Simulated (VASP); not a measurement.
# TiC (Fm-3m) in VASP: settings compared, part 2 of 2

VASP 6.6.1.

## (5) Relaxation of cell and atoms, PBE

This run uses another cell than the first one, of 10.16 Å³/atom, 0.964 times its volume.

INCAR reads:

```
SYSTEM = TiC
PREC = Accurate
ENCUT = 600
EDIFF = 1E-6
ISMEAR = -1
SIGMA = 0.05
LREAL = .False.
LASPH = .True.
NELM = 60
ALGO = Normal
ISIF = 3
LWAVE = .False.
LCHARG = .False.
GGA = PE
IBRION = 2
NSW = 60
EDIFFG = -0.01
```

KPOINTS reads:

```
regular mesh
0
Gamma
  11 11 11
  0 0 0
```

POSCAR reads:

```
TiC
1.0
    0.0000000000      2.1657188437      2.1657188437
    2.1657188437      0.0000000000      2.1657188437
    2.1657188437      2.1657188437      0.0000000000
Ti C
1 1
Direct
    0.0000000000      0.0000000000      0.0000000000
    0.5000000000      0.5000000000      0.5000000000
```

Potentials or basis: VASP PAW PBE potentials, release 64 (Ti_sv, C).

Run with:

```bash
> cat potpaw_PBE.64/Ti_sv/POTCAR potpaw_PBE.64/C/POTCAR > POTCAR
> mpirun -np 1 vasp_std > vasp.out
```

OUTCAR:

```text
SYSTEM = TiC
   PREC = Accurate
   ENCUT = 600
   EDIFF = 1E-6
   ISMEAR = -1
   LREAL = .False.
   LASPH = .True.
   NELM = 60
   ISIF = 3
   GGA = PE
   IBRION = 2
   NSW = 60
   EDIFFG = -0.01

 ion  position               nearest neighbor table
   1  0.000  0.000  0.000-   2 2.17   2 2.17   2 2.17   2 2.17   2 2.17   2 2.17
   2  0.500  0.500  0.500-   1 2.17   1 2.17   1 2.17   1 2.17   1 2.17   1 2.17

  LATTYP: Found a face centered cubic cell.
 ALAT       =     4.3314376874

  Lattice vectors:

 A1 = (   0.0000000000,   2.1657188437,   2.1657188437)
 A2 = (   2.1657188437,   0.0000000000,   2.1657188437)
 A3 = (   2.1657188437,   2.1657188437,   0.0000000000)

Analysis of symmetry for initial positions (statically):
=====================================================================
 Subroutine PRICEL returns:
 Original cell was already a primitive cell.

 Routine SETGRP: Setting up the symmetry group for a
 face centered cubic supercell.

 Subroutine GETGRP returns: Found 48 space group operations
[... 9 lines left out ...]

 Routine SETGRP: Setting up the symmetry group for a
 face centered cubic supercell.

 Subroutine GETGRP returns: Found 48 space group operations
[... 11 lines left out ...]
                                     Primitive cell

  volume of cell :      20.3159

  direct lattice vectors                    reciprocal lattice vectors
     0.000000000  2.165718844  2.165718844    -0.230870227  0.230870227  0.230870227
     2.165718844  0.000000000  2.165718844     0.230870227 -0.230870227  0.230870227
     2.165718844  2.165718844  0.000000000     0.230870227  0.230870227 -0.230870227

  length of vectors
     3.062788961  3.062788961  3.062788961     0.399878962  0.399878962  0.399878962

  position of ions in fractional coordinates (direct lattice)
[... 8 lines left out ...]
----------------------------------------------------------------------------------------

 KPOINTS: regular mesh
[... 98 lines left out ...]
   LRPA    =     F    only Hartree local field effects (RPA)
 conjugate gradient relaxation of ions
 non-spin polarized calculation
  energy-cutoff  :      600.00
  volume of cell :       20.32
 maximum number of plane-waves:       690
   NGX = 13   NGY = 13   NGZ = 13

--------------------------------------- Ionic step        1  -------------------------------------------

 number of electron      16.0000000 magnetization

 Free energy of the ion-electron system (eV)
  ---------------------------------------------------
  ext. energy  EPLUGINS =         0.00000000
  ---------------------------------------------------
  free energy    TOTEN  =       -18.71091342 eV

  energy without entropy =      -18.70854605  energy(sigma->0) =      -18.70972974

------------------------ aborting loop because EDIFF is reached ----------------------------------------

  FORCE on cell =-STRESS in cart. coord.  units (eV):
  Direction    XX          YY          ZZ          XY          YZ          ZX
  --------------------------------------------------------------------------------------
  -------------------------------------------------------------------------------------
  Total        0.0487102      0.0487102      0.0487102      0.0000000      0.0000000      0.0000000
  in kB        3.8414448      3.8414448      3.8414448      0.0000000      0.0000000      0.0000000
  external PRESSURE =       3.8414448 kB  Pullay stress =       0.0000000 kB
[... 59 lines left out ...]
--------------------------------------- Ionic step        3  -------------------------------------------

 number of electron      16.0000000 magnetization

 Free energy of the ion-electron system (eV)
  ---------------------------------------------------
  ext. energy  EPLUGINS =         0.00000000
  ---------------------------------------------------
  free energy    TOTEN  =       -18.71095197 eV

  energy without entropy =      -18.70858401  energy(sigma->0) =      -18.70976799

 E-fermi :   9.4560     XC(G=0): -12.6898

 val. band max:        9.3202542365   @ k =   0.4545   0.4545   0.0000
 cond. band min:       9.5481423056   @ k =   0.0909   0.0000   0.0000
 fundamental gap:      0.2278880691
 Fermi energy:         9.4560056793

 k-point     1 :       0.0000    0.0000    0.0000
  band No.  band energies     occupation
      1     -47.2022      2.00000
      2     -23.2277      2.00000
      3     -23.2277      2.00000
      4     -23.2277      2.00000
      5      -2.9948      2.00000
      6      10.0851      0.00001
      7      10.0851      0.00001
      8      10.0851      0.00001
      9      11.0692      0.00000
     10      11.0692      0.00000
     11      11.0692      0.00000
     12      11.1013      0.00000
[... 331 lines left out ...]
 k-point    24 :      -0.1818    0.1818    0.0000
  band No.  band energies     occupation
      1     -47.1543      2.00000
      2     -23.4975      2.00000
      3     -23.3340      2.00000
      4     -23.2473      2.00000
      5      -1.2791      2.00000
      6       6.1527      2.00000
      7       7.2332      2.00000
      8       7.4648      2.00000
      9      10.9358      0.00000
     10      12.0368      0.00000
     11      12.9564      0.00000
     12      13.7411      0.00000

 [... further k-points ...]
[... 5 lines left out ...]
  --------------------------------------------------------------------------------------
  -------------------------------------------------------------------------------------
  Total       -0.0061905     -0.0061905     -0.0061905      0.0000000     -0.0000000      0.0000000
  in kB       -0.4874293     -0.4874293     -0.4874293      0.0000000     -0.0000000      0.0000000
  external PRESSURE =      -0.4874293 kB  Pullay stress =       0.0000000 kB
[... 17 lines left out ...]
  FREE ENERGIE OF THE ION-ELECTRON SYSTEM (eV)
  ---------------------------------------------------
  free  energy   TOTEN  =       -18.7109519661 eV

  energy  without entropy=      -18.7085840141  energy(sigma->0) =      -18.70976799

 reached required accuracy - stopping structural energy minimisation
```

CONTCAR:

```text
TiC
   1.00000000000000
     0.0000000000000000    2.1668620831529761    2.1668620831529761
     2.1668620831529761    0.0000000000000000    2.1668620831529761
     2.1668620831529761    2.1668620831529761    0.0000000000000000
  Ti              C
     1     1
Direct
     0.0000000000000000    0.0000000000000000    0.0000000000000000
     0.5000000000000000    0.5000000000000000    0.5000000000000000

  0.00000000E+00  0.00000000E+00  0.00000000E+00
  0.00000000E+00  0.00000000E+00  0.00000000E+00
```

It took 20 s on 1 thread of AMD EPYC 9R45 (Zen 5), shared host; peak memory 0.12 GiB.

Results:

- Free energy: -18.7110 eV
- Relaxed volume: 10.17 Å³/atom
- Relaxed cell: a = 3.064 Å, b = 3.064 Å, c = 3.064 Å, α = 60.00°, β = 60.00°, γ = 60.00°
- Space group after relaxing (to 0.05 Å): Fm-3m (No. 225)
- Energy gained by relaxing: 0.0 meV/atom
- Ionic steps: 3
- Pressure after relaxing: 0.0 GPa
- Band gap on the k mesh: zero (band 8 reaches 10.09 eV, above the bottom of band 9 at 8.98 eV)

Final structure:
```cif
data_structure
_symmetry_space_group_name_H-M 'P 1'
_symmetry_Int_Tables_number 1
_cell_length_a 3.0644
_cell_length_b 3.0644
_cell_length_c 3.0644
_cell_angle_alpha 60.000
_cell_angle_beta 60.000
_cell_angle_gamma 60.000
_cell_volume 20.35
loop_
_atom_site_label
_atom_site_type_symbol
_atom_site_fract_x
_atom_site_fract_y
_atom_site_fract_z
_atom_site_occupancy
Ti1 Ti 0.00000 0.00000 0.00000 1
C1 C 0.50000 0.50000 0.50000 1
```

## (6) Overview

```csv
task,level,U,cell,cutoff (eV),gap on the mesh (eV),pressure (GPa)
single point,PBE+U,Ti d U = 5.0 eV,"a = 3.101 Å, angles 60.0°, 2 atoms",520,none,4.8
single point,PBE+U,Ti d U = 6.0 eV,"a = 3.112 Å, angles 60.0°, 2 atoms",520,none,4.8
single point,PBE+U,Ti d U = 8.0 eV,"a = 3.139 Å, angles 60.0°, 2 atoms",520,none,3.3
relaxation of cell and atoms,PBE,-,"relaxed from a = 3.063 Å, angles 60.0°, 2 atoms",600,none,0.0
```

Alike in all rows: potentials or basis VASP PAW PBE potentials, release 64 (Ti_sv, C); no spin polarisation; k mesh 11 × 11 × 11; smearing fermi-dirac 0.05 eV.

Caveats: U without spin polarisation on a metal has little footing (some runs); the U is typed as a test and isn't derived for this compound (some runs).

Total energies depend on the potentials used, so only differences within one code and one set of settings carry meaning.
